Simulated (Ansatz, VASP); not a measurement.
**One calculation of La2O3, two programs**

Contents of INCAR:

```
PREC = Accurate ; ENCUT = 600
EDIFF = 1E-6 ; ISMEAR = -1
SIGMA = 0.05 ; LREAL = F
LASPH = T ; NELM = 60
ALGO = Normal ; ISIF = 3
LWAVE = F ; LCHARG = F
GGA = CA ; IBRION = 2
NSW = 60 ; EDIFFG = -0.01
```

The input KPOINTS:

```
regular mesh
0
Gamma
  5 5 8
```

POSCAR

```
La2O3
1.0
    6.3702727145      0.0000000000      0.0000000000
   -3.1851363572      5.5168179998      0.0000000000
    0.0000000000      0.0000000000      3.2898942108
La O
2 3
Direct
    0.6666666667      0.3333333333      0.4981030000
    0.3333333333      0.6666666667      0.5018970000
    0.5046070000      0.0000000000      0.0000000000
    0.0000000000      0.5046070000      0.0000000000
    0.4953930000      0.4953930000      0.0000000000
```

input.yaml

```yaml
crystal:
  lattice:
    - [6.3702727145, 0.0, 0.0]
    - [-3.1851363572, 5.5168179998, 0.0]
    - [0.0, 0.0, 3.2898942108]
  atoms:
    - { symbol: La, position: [0.6666666667, 0.3333333333, 0.498103] }
    - { symbol: La, position: [0.3333333333, 0.6666666667, 0.501897] }
    - { symbol: O, position: [0.504607, 0.0, 0.0] }
    - { symbol: O, position: [0.0, 0.504607, 0.0] }
    - { symbol: O, position: [0.495393, 0.495393, 0.0] }
hamiltonian:
  xc: lda
  pseudopotentials: { kind: paw }
kpoints:
  mp_grid: { grid: [5, 5, 8] }
scf:
  occupations: { method: fermi_dirac, width: 0.05 }
output:
  forces: true
  stress: true
  eigenvalues: true
relax:
  f_tol: 0.01
  max_steps: 40
  cell: { stress_tol: 0.05 }
```

Alike in both runs: task relaxation of cell and atoms; functional LDA; k mesh 5 × 5 × 8; occupations fermi-dirac, width 0.05 eV; no spin polarisation.

|  | VASP | Ansatz |
| --- | --- | --- |
| version | VASP 6.6.1 | Ansatz 0.2.0 |
| potentials or method | VASP PAW LDA potentials, release 64 (La, O) | Ansatz PAW |
| plane-wave cutoff (eV) | 600 | 420 |
| valence electrons in the cell | 40 | 40 |

Ansatz gave:

| Quantity | Value |
| --- | --- |
| gap on the k mesh at the Fermi level, each at its own relaxed structure (eV) | 1.20 |
| relaxed volume (Å³/atom) | 21.89 |
| relaxed cell length with the largest relative difference (Å) | 6.254 |

Question: What did VASP give for the same quantities?

Answer: gap on the k mesh at the Fermi level, each at its own relaxed structure (eV): 1.19; relaxed volume (Å³/atom): 21.84; relaxed cell length with the largest relative difference (Å): 6.248.

LDA's correlation is that of Perdew and Zunger in VASP and of Perdew and Wang (1992) in Ansatz.

Spin-orbit coupling is off throughout. Noted on Ansatz's run: odd divisions of the mesh miss points on the zone boundary, where band edges often lie, so the gap on the mesh can be too wide; the plane-wave basis is chosen anew once the cell has moved, so the energies of steps on either side of that aren't comparable.
